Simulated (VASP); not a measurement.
# Ru (P2_1/m) in VASP: a series of runs

Runs on Ru. Level: PBEsol. Tasks: single point.

All numbers are computed with VASP 6.6.1; they aren't measurements. Logs are shortened: lines on timing, memory, paths and dates and some standing lists are left out, and cuts for length are marked.

## 1. The cell of the first run

Symmetry: P2_1/m, No. 11, monoclinic system. Conventional cell: a = 2.706 Å, b = 4.282 Å, c = 2.706 Å, α = 90.00°, β = 120.00°, γ = 90.00°. Ru (site symmetry m) has 12 Ru at 2.51 to 2.82 Å within 3.3 Å.

## 2. Single point, PBEsol (atom 1 (Ru) moved by (-0.300, +0.000) A along x and y)

File INCAR:

```
SYSTEM = Ru
PREC = Accurate ; ENCUT = 520
EDIFF = 1E-6 ; ISMEAR = 0
SIGMA = 0.15 ; LREAL = .FALSE.
LASPH = .TRUE. ; NELM = 80
ALGO = Fast ; ISIF = 2
LWAVE = .FALSE. ; LCHARG = .FALSE.
GGA = PS ; NBANDS = 21
```

File KPOINTS:

```
regular mesh
0
G
  24 24 12
  0 0 0
```

File POSCAR:

```
Ru
1.0
    2.7057993342      0.0000000000      0.0000000000
   -1.3528996671      2.3432909610      0.0000000000
    0.0000000000      0.0000000000      4.2819000000
Ru
2
Direct
    0.2224603664      0.6666666667      0.2500000000
    0.6666666667      0.3333333333      0.7500000000
```

Potentials or basis: VASP PAW PBE potentials, release 64 (Ru_pv).

Started as:

```
$ cat potpaw_PBE.64/Ru_pv/POTCAR > POTCAR
$ mpirun -np 1 vasp_std > vasp.out
```

OUTCAR:

```text
SYSTEM = Ru
   PREC = Accurate
   ENCUT = 520
   EDIFF = 1E-6
   ISMEAR = 0
   LREAL = .FALSE.
   LASPH = .TRUE.
   NELM = 80
   ISIF = 2
   GGA = PS

 ion  position               nearest neighbor table
   1  0.222  0.667  0.250-   2 2.51   2 2.51   2 2.67   2 2.67   2 2.82   2 2.82
   2  0.667  0.333  0.750-   1 2.51   1 2.51   1 2.67   1 2.67   1 2.82   1 2.82

  LATTYP: Found a hexagonal cell.
 ALAT       =     2.7057993342
 C/A-ratio  =     1.5824898565

  Lattice vectors:

 A1 = (   2.7057993342,   0.0000000000,   0.0000000000)
 A2 = (  -1.3528996671,   2.3432909610,   0.0000000000)
 A3 = (   0.0000000000,   0.0000000000,   4.2819000000)

Analysis of symmetry for initial positions (statically):
=====================================================================
 Subroutine PRICEL returns:
 Original cell was already a primitive cell.

 Routine SETGRP: Setting up the symmetry group for a
 hexagonal supercell.

 Subroutine GETGRP returns: Found  4 space group operations
 (whereof  1 operations were pure point group operations)
 out of a pool of 24 trial point group operations.

The static configuration has the point symmetry C_1 .
 The point group associated with its full space group is C_2h.

Analysis of symmetry for dynamics (positions and initial velocities):
=====================================================================
 Subroutine PRICEL returns:
 Original cell was already a primitive cell.

 Routine SETGRP: Setting up the symmetry group for a
 hexagonal supercell.

 Subroutine GETGRP returns: Found  4 space group operations
 (whereof  1 operations were pure point group operations)
 out of a pool of 24 trial point group operations.

The dynamic configuration has the point symmetry C_1 .
 The point group associated with its full space group is C_2h.

 Subroutine INISYM returns: Found  4 space group operations
 (whereof  1 operations are pure point group operations),
 and found     1 'primitive' translations

----------------------------------------------------------------------------------------

                                     Primitive cell

  volume of cell :      27.1493

  direct lattice vectors                    reciprocal lattice vectors
     2.705799334  0.000000000  0.000000000     0.369576556  0.213375124  0.000000000
    -1.352899667  2.343290961  0.000000000     0.000000000  0.426750249  0.000000000
     0.000000000  0.000000000  4.281900000     0.000000000  0.000000000  0.233541185

  length of vectors
[... 80 lines left out ...]
   ENCUT  =  520.0 eV  38.22 Ry    6.18 a.u.   5.03  5.03  7.96*2*pi/ulx,y,z
   NELM   =     80;   NELMIN=  2; NELMDL= -5     # of ELM steps
   EDIFF  = 0.1E-05   stopping-criterion for ELM
   LREAL  =      F    real-space projection
   EDIFFG = 0.1E-04   stopping-criterion for IOM
   NSW    =      0    number of steps for IOM
   IBRION =     -1    ionic relax: 0-MD 1-quasi-New 2-CG
   NFREE  =      0    steps in history (QN), initial steepest desc. (CG)
   ISIF   =      2    stress and relaxation
   ISYM   =      2    0-nonsym 1-usesym 2-fastsym
   POTIM  = 0.5000    time-step for ionic-motion
   TEBEG  =    0.0;   TEEND  =   0.0 temperature during run
   PSTRESS=    0.0 pullay stress
   NELECT =      28.0000    total number of electrons
   NUPDOWN=      -1.0000    fix difference up-down
   EMIN   =  10.00;   EMAX   =-10.00  energy-range for DOS
   EFERMI =   0.00;   METHOD = LEGACY
   ISMEAR =     0;   SIGMA  =   0.15  broadening in eV -4-tet -1-fermi 0-gaus
   EFERMI_NEDOS =   21; number of points for ismear=-14 and -15
   IALGO  =     68    algorithm
   IMIX   =      4    mixing-type and parameters
     AMIX     =   0.40;   BMIX     =  1.00
     AMIX_MAG =   1.60;   BMIX_MAG =  1.00
  volume/ion in A,a.u.               =      13.57        91.61
  Fermi-wavevector in a.u.,A,eV,Ry     =   1.654022  3.125649 37.222686  2.735790
  Thomas-Fermi vector in A             =   2.742361
   LORBIT       =      0    0 simple, 1 ext, 2 COOP (PROOUT), +10 PAW based schemes
   GGA     = PS    functional components
   LHFCALC =     F    Hartree Fock is set to
   AEXX    =    0.0000 exact exchange contribution
   IVDW    =     0    specifies the selected vdW correction
   LEPSILON=     F    determine dielectric tensor
   LRPA    =     F    only Hartree local field effects (RPA)
 non-spin polarized calculation
 RMM-DIIS sequential band-by-band and
 Gauss-broadening in eV      SIGMA  =   0.15
  energy-cutoff  :      520.00
  volume of cell :       27.15
 maximum number of plane-waves:       756
   NGX =  9   NGY =  9   NGZ = 15

 number of electron      28.0000005 magnetization

 Free energy of the ion-electron system (eV)
  ---------------------------------------------------
  ext. energy  EPLUGINS =         0.00000000
  ---------------------------------------------------
  free energy    TOTEN  =       -20.03092451 eV

  energy without entropy =      -20.01022728  energy(sigma->0) =      -20.02057589

 E-fermi :  12.7718     XC(G=0): -14.2721

 val. band max:       12.7717196283   @ k =   0.4167  -0.0833  -0.3333
 cond. band min:      12.7726621059   @ k =  -0.0833   0.0833   0.2500
 fundamental gap:      0.0009424776
 Fermi energy:        12.7717636979

 k-point     1 :       0.0000    0.0000    0.0000
  band No.  band energies     occupation
      1     -30.9445      2.00000
      2     -30.0120      2.00000
      3     -29.8235      2.00000
      4     -29.7971      2.00000
      5     -29.7349      2.00000
      6     -29.6860      2.00000
[... 565 lines left out ...]
     20      23.0446      0.00000
     21      24.2607      0.00000

 [... further k-points ...]

------------------------ aborting loop because EDIFF is reached ----------------------------------------

  FORCE on cell =-STRESS in cart. coord.  units (eV):
  Direction    XX          YY          ZZ          XY          YZ          ZX
  --------------------------------------------------------------------------------------
  -------------------------------------------------------------------------------------
  Total       -0.8173482     -0.6738798      0.4417477      0.8464966      0.0000000      0.0000000
  in kB      -48.2346766    -39.7680859     26.0691312     49.9548299      0.0000000      0.0000000
  external PRESSURE =     -20.6445438 kB  Pullay stress =       0.0000000 kB

 VOLUME and BASIS-vectors are now :
 -----------------------------------------------------------------------------
  energy-cutoff  :      520.00
  volume of cell :       27.15
      direct lattice vectors                 reciprocal lattice vectors
     2.705799334  0.000000000  0.000000000     0.369576556  0.213375124  0.000000000
    -1.352899667  2.343290961  0.000000000     0.000000000  0.426750249  0.000000000
     0.000000000  0.000000000  4.281900000     0.000000000  0.000000000  0.233541185

 POSITION                                       TOTAL-FORCE (eV/Angst)
 -----------------------------------------------------------------------------------
     -0.30000      1.56219      1.07048         1.995266     -0.180228     -0.000000
      1.35290      0.78110      3.21143        -1.995266      0.180228      0.000000
 -----------------------------------------------------------------------------------
    total drift:                                0.000001     -0.000016      0.000000

  FREE ENERGIE OF THE ION-ELECTRON SYSTEM (eV)
  ---------------------------------------------------
  free  energy   TOTEN  =       -20.0309245083 eV

  energy  without entropy=      -20.0102272797  energy(sigma->0) =      -20.02057589
```

OSZICAR:

```text
N       E                     dE             d eps       ncg     rms          rms(c)
DAV:   1     0.287077070130E+03    0.28708E+03   -0.17511E+04 85372   0.148E+03
DAV:   2    -0.156651393493E+02   -0.30274E+03   -0.29357E+03 87355   0.446E+02
DAV:   3    -0.215264663928E+02   -0.58613E+01   -0.58255E+01100010   0.696E+01
DAV:   4    -0.215704554534E+02   -0.43989E-01   -0.43938E-01108141   0.574E+00
DAV:   5    -0.215710051601E+02   -0.54971E-03   -0.54587E-03 97308   0.567E-01    0.196E+01
RMM:   6    -0.201343616157E+02    0.14366E+01   -0.30939E+00 87605   0.146E+01    0.517E+00
RMM:   7    -0.200399795291E+02    0.94382E-01   -0.39504E-01 94953   0.463E+00    0.105E+00
RMM:   8    -0.200318941070E+02    0.80854E-02   -0.24113E-02 97060   0.149E+00    0.506E-01
RMM:   9    -0.200308876470E+02    0.10065E-02   -0.30078E-03 98223   0.488E-01    0.672E-02
RMM:  10    -0.200309198263E+02   -0.32179E-04   -0.51225E-04101037   0.210E-01    0.260E-02
RMM:  11    -0.200309251091E+02   -0.52828E-05   -0.89218E-05108419   0.580E-02    0.105E-02
RMM:  12    -0.200309250079E+02    0.10121E-06   -0.12176E-05103976   0.229E-02    0.581E-03
RMM:  13    -0.200309245083E+02    0.49964E-06   -0.13964E-06 72448   0.808E-03
   1 F= -.20030925E+02 E0= -.20020576E+02  d E =-.206972E-01
```

Wall time 7.5 min (1 thread of Intel Xeon 6975P-C, shared host); peak memory 0.91 GiB.

What came out:

```yaml
Free_energy: -20.0309 eV
Pressure: -2.1 GPa
Largest_force: 2.003 eV/Å
Band_gap_on_the_k_mesh: zero (band 14 reaches 14.32 eV, above the bottom of band 15 at 11.33 eV)
```

Forces in eV/Å, atoms in the order of the input:
```
Ru   1.995 -0.180  0.000
Ru  -1.995  0.180  0.000
```

Caveat: the cell differs from its parent crystal (atom 1 (Ru) moved by (-0.300, +0.000) A along x and y); the PAW data sets were made with another functional, which shifts forces and pressure a little.

[end of part 1 of 2]
